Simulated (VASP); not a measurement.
Set up this calculation in VASP 6.6.1, as the native input.

* Task: single point
* Functional: PBE
* Potentials or basis: VASP PAW PBE potentials, release 64 (Ba_sv, V_sv, Tl_d, O)
* Cutoff: 600 eV
* k mesh: 4 × 4 × 4
* Occupations: fermi-dirac, width 0.05 eV
* Spin: collinear spin, ferromagnetic start
* Starting moments: [0.0, 0.0, 2.0, 2.0, 2.0, 0.0, 0.0, 0.0, 0.0, 0.0, 0.0, 0.0, 0.0, 0.0, 0.0, 0.0, 0.0, 0.0, 0.0, 0.0, 0.0, 0.0] μB
* Hubbard terms: V d U = 6.0 eV
* Dipole correction: no
* Further INCAR settings: ALGO = Normal; EDIFF = 1e-06; NBANDS = 119

The structure of Ba2Tl5V3O12 lies in POSCAR:

```
Ba2Tl5V3O12
1.0
    4.2369800000      2.4462200000      6.1284000000
   -4.2369800000      2.4462200000      6.1284000000
    0.0000000000     -4.8924400000      6.1284000000
Ba V Tl O
2 3 5 12
Direct
    0.5000000000      0.5000000000      0.5000000000
    0.0000000000      0.0000000000      0.0000000000
    0.5000000000      0.5000000000      0.0000000000
    0.0000000000      0.5000000000      0.5000000000
    0.5000000000      0.0000000000      0.5000000000
    0.0000000000      0.0000000000      0.5000000000
    0.5000000000      0.0000000000      0.0000000000
    0.0000000000      0.5000000000      0.0000000000
    0.7404500000      0.7404500000      0.7404500000
    0.2595500000      0.2595500000      0.2595500000
    0.7165200000      0.0808900000      0.4124200000
    0.4124200000      0.7165200000      0.0808900000
    0.0808900000      0.4124200000      0.7165200000
    0.5875700000      0.9191100000      0.2834800000
    0.9191100000      0.2834800000      0.5875700000
    0.2834800000      0.5875700000      0.9191100000
    0.2834800000      0.9191100000      0.5875700000
    0.5875700000      0.2834800000      0.9191100000
    0.9191100000      0.5875700000      0.2834800000
    0.4124200000      0.0808900000      0.7165200000
    0.0808900000      0.7165200000      0.4124200000
    0.7165200000      0.4124200000      0.0808900000
```

One way to write it, as run:

INCAR

```
  PREC = Accurate
  ENCUT = 600
  EDIFF = 1E-6
  ISMEAR = -1
  SIGMA = 0.05
  LREAL = False
  LASPH = True
  NELM = 200
  ALGO = Normal
  ISIF = 2
  LWAVE = False
  LCHARG = False
  ISPIN = 2
  MAGMOM = 0 0 2 2 2 0 0 0 0 0 0 0 0 0 0 0 0 0 0 0 0 0
  LORBIT = 11
  LMAXMIX = 4
  LDAU = True
  LDAUTYPE = 2
  LDAUL = -1 2 -1 -1
  LDAUU = 0 6 0 0
  LDAUJ = 0 0 0 0
  LDAUPRINT = 1
  GGA = PE
  NBANDS = 119
  GGA_COMPAT = False
  KPAR = 4
```

KPOINTS

```
Automatic mesh
0
Gamma
  4 4 4
```

Potentials or basis: VASP PAW PBE potentials, release 64 (Ba_sv, V_sv, Tl_d, O).

Command:

```console
$ cat potpaw_PBE.64/Ba_sv/POTCAR potpaw_PBE.64/V_sv/POTCAR potpaw_PBE.64/Tl_d/POTCAR potpaw_PBE.64/O/POTCAR > POTCAR
$ mpirun -np 4 vasp_std > vasp.out
```

Results of the run:

| Property | Result |
| --- | --- |
| Pressure | 3.1 GPa |
| Largest force | 0.994 eV/Å |
| Net moment | -1.50 μB per cell |
| Site moments | Ba +0.00; V -0.79; Tl +0.01; O +0.06 μB |
| Valence electrons inside the program's atomic spheres | Ba 7.74; V 11.59; Tl 11.12, 11.30; O 4.95 |

It took 12 min on 4 MPI ranks on AMD EPYC 9R45 96-Core Processor (Zen 5), with other jobs on the host, peak memory 1.5 GiB a rank.
